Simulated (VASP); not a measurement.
Set up this calculation in VASP 6.6.1, as the native input.

* Task: single point
* Functional: PBE
* Potentials or basis: VASP PAW PBE potentials, release 64 (Be)
* Cutoff: 520 eV
* k mesh: 42 × 42 × 1
* Occupations: gaussian, width 0.1 eV
* Spin: no spin polarisation
* Dipole correction: yes
* Further INCAR settings: ALGO = Normal; EDIFF = 1e-06; NBANDS = 19

The structure of Be lies in POSCAR:

```
Be
1.0
    2.2995019800      0.0000000000      0.0000000000
   -1.1497509900      1.9914271400      0.0000000000
    0.0000000000      0.0000000000     31.4035998062
Be
9
Direct
    0.6666666674      0.3333333326      0.2706696064
    0.3333333326      0.6666666651      0.3280022048
    0.6666666674      0.3333333326      0.3853348032
    0.3333333326      0.6666666651      0.4426674016
    0.6666666674      0.3333333326      0.4996955168
    0.3333333326      0.6666666651      0.5567188009
    0.6666666674      0.3333333326      0.6137622762
    0.3333333326      0.6666666651      0.6707450059
    0.6666666674      0.3333333326      0.7282045430
```

The input as run:

INCAR

```
SYSTEM = Be
ALGO = Normal
DIPOL = 0.5 0.5 0.500
EDIFF = 1E-6
ENCUT = 520
GGA = PE
IDIPOL = 3
ISIF = 2
ISMEAR = 0
LASPH = .TRUE.
LCHARG = .FALSE.
LDIPOL = .TRUE.
LREAL = .FALSE.
LWAVE = .FALSE.
NBANDS = 19
NELM = 60
PREC = Accurate
SIGMA = 0.1
```

KPOINTS

```
k-points
0
G
  42 42 1
  0 0 0
```

Potentials or basis: VASP PAW PBE potentials, release 64 (Be).

Run with:

```console
$ cat potpaw_PBE.64/Be/POTCAR > POTCAR
$ mpirun -np 1 vasp_std > vasp.out
```

Results of the run:

```
Largest force          : 0.096 eV/Å
Band gap on the k mesh : zero (bands 9 and 10 overlap by 3.33 eV)
```

Wall time 8.4 min on 1 thread of AMD EPYC 7R13 Processor (Zen 3), with other jobs on the host, peak memory 0.45 GiB.
